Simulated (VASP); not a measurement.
A run of VASP 6.6.1 is set up as follows.

File INCAR:

```
SYSTEM = ZrC
PREC = Accurate
ENCUT = 520
EDIFF = 1E-7
ISMEAR = 0
SIGMA = 0.15
LREAL = .False.
LASPH = .True.
NELM = 80
ALGO = Normal
ISIF = 2
LWAVE = .False.
LCHARG = .False.
GGA = PE
NBANDS = 15
```

The input KPOINTS:

```
regular mesh
0
Gamma
  18 18 18
  0 0 0
```

Contents of POSCAR:

```
ZrC
1.0
    0.0000000000      2.5382268000      2.1621932000
    2.5382268000      0.0000000000      2.1621932000
    2.5382268000      2.5382268000      0.0000000000
Zr C
1 1
Direct
    0.5000000000      0.5000000000      0.5000000000
    0.0000000000      0.0000000000      0.0000000000
```

Potentials or basis: VASP PAW PBE potentials, release 64 (Zr_sv, C).

Command:

```console
$ cat potpaw_PBE.64/Zr_sv/POTCAR potpaw_PBE.64/C/POTCAR > POTCAR
$ mpirun -np 1 vasp_std > vasp.out
```

Problem. Predict the pressure.

Solution. -2.8 GPa.

Problem. Predict the band gap on the k mesh.

Solution. Zero (bands 8 and 9 overlap by 1.82 eV).

Stress tensor (GPa, compression positive):
```
-21.95   0.00   0.00
  0.00 -21.95   0.00
  0.00   0.00  35.61
```

Caveat: the cell differs from its parent crystal (strain +0.080 along x and y, -0.080 along z).
